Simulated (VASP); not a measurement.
Wanted: the native input for a VASP 6.6.1 run.

| Quantity | Value |
| --- | --- |
| Task | single point |
| Functional | PBEsol |
| Dispersion | D3(BJ) |
| Potentials or basis | VASP PAW PBE potentials, release 64 (Al) |
| Cutoff | 520 eV |
| k mesh | 24 × 24 × 12 |
| Occupations | gaussian, width 0.1 eV |
| Spin | no spin polarisation |
| Dipole correction | no |
| Further INCAR settings | ALGO = Fast; EDIFF = 1e-06; NBANDS = 10 |

The structure of Al lies in POSCAR:

```
Al
1.0
    2.8181617775      0.0000000000      0.0000000000
   -1.4090808887      2.4405996913      0.0000000000
    0.0000000000      0.0000000000      4.6200301701
Al
2
Direct
    0.6666666667      0.3333333333      0.7500000000
    0.3333333333      0.6666666667      0.2500000000
```

This isn't the form of Al at room conditions, which is fcc.

This cell differs from its parent crystal: biaxial strain in the a-b plane: +1.0 %.

These files were run (other wordings do the same):

INCAR

```
SYSTEM = Al
PREC = Accurate
ENCUT = 520
EDIFF = 1E-6
ISMEAR = 0
SIGMA = 0.1
LREAL = .False.
LASPH = .True.
NELM = 100
ALGO = Fast
ISIF = 2
LWAVE = .False.
LCHARG = .True.
GGA = PS
IVDW = 12
LELF = .True.
LVHAR = .True.
NBANDS = 10
```

KPOINTS

```
regular mesh
0
Gamma
  24 24 12
  0 0 0
```

Potentials or basis: VASP PAW PBE potentials, release 64 (Al).

Launch:

```bash
$ cat potpaw_PBE.64/Al/POTCAR > POTCAR
$ mpirun -np 1 vasp_std > vasp.out
```

Results of the run:

| Item | Value |
| --- | --- |
| Pressure | -1.1 GPa |
| Band gap on the k mesh | zero (bands 3 and 4 overlap by 7.50 eV) |
| Dispersion energy per atom | -0.330 eV |

Caveat: the cell differs from its parent crystal (biaxial strain in the a-b plane: +1.0 %); the PAW data sets were made with another functional, which shifts forces and pressure a little.

Run time: 40 s on 1 thread of Intel(R) Xeon(R) 6975P-C (Granite Rapids), with other jobs on the host, peak memory 0.24 GiB.
